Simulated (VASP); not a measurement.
In6As: single point with PBE

Crystal: In6As.

```xyz
7
Lattice="3.0370 1.7534 5.9449 -3.0370 1.7534 5.9449 0.0000 -3.5068 5.9449" Properties=species:S:1:pos:R:3 pbc="T T T"
In    1.2250   -1.3875    7.4701
In   -1.8142   -0.3671    7.4701
In   -0.5891   -1.7547   10.3646
In    1.8142    0.3671   10.3646
In   -1.2250    1.3875   10.3646
In    0.5891    1.7547    7.4701
As    0.0000    0.0000    0.0000
```

The cell was built from a structure type or drawn by symmetry, and may not be a known phase.

```
Program                : VASP 6.6.1
Task                   : single point
Functional             : PBE
Potentials or basis    : VASP PAW PBE potentials, release 64 (In_d, As)
Cutoff                 : 520 eV
k mesh                 : 3 × 3 × 3
Occupations            : gaussian, width 0.2 eV
Spin                   : no spin polarisation
Dipole correction      : no
Further INCAR settings : ALGO = Normal; EDIFF = 1e-06; NBANDS = 50
```

```json
{
 "Pressure": "0.3 GPa",
 "Largest force": "0.055 eV/Å",
 "Band gap on the k mesh": "zero (an odd number of electrons rules out a gap without spin polarisation)"
}
```

Forces in eV/Å, atoms in the order of the input:
```
In  -0.021 -0.051  0.007
In  -0.033  0.043  0.007
In  -0.054 -0.007 -0.007
In   0.033 -0.043 -0.007
In   0.021  0.051 -0.007
In   0.054  0.007  0.007
As   0.000  0.000  0.000
```

Stress tensor (GPa, compression positive):
```
 0.68  0.00  0.00
 0.00  0.68  0.00
 0.00  0.00 -0.47
```

Levels at points of the mesh, in eV from the Fermi level:
| k point | band 39 | band 40 | band 41 | band 42 | band 43 | band 44 |
| --- | --- | --- | --- | --- | --- | --- |
| (0.00, 0.00, 0.00) | -2.28 | -2.16 | -2.16 | -1.56 | -1.33 | -0.99 |

Wall time 60 s on 1 thread of Intel(R) Xeon(R) 6975P-C (Granite Rapids), with other jobs on the host, peak memory 0.39 GiB.

Caveat: the k points lie up to 0.42 Å⁻¹ apart, too coarse for converged energies and pressures of a metal; spin-orbit coupling is left out, which moves the levels of the heavy elements.
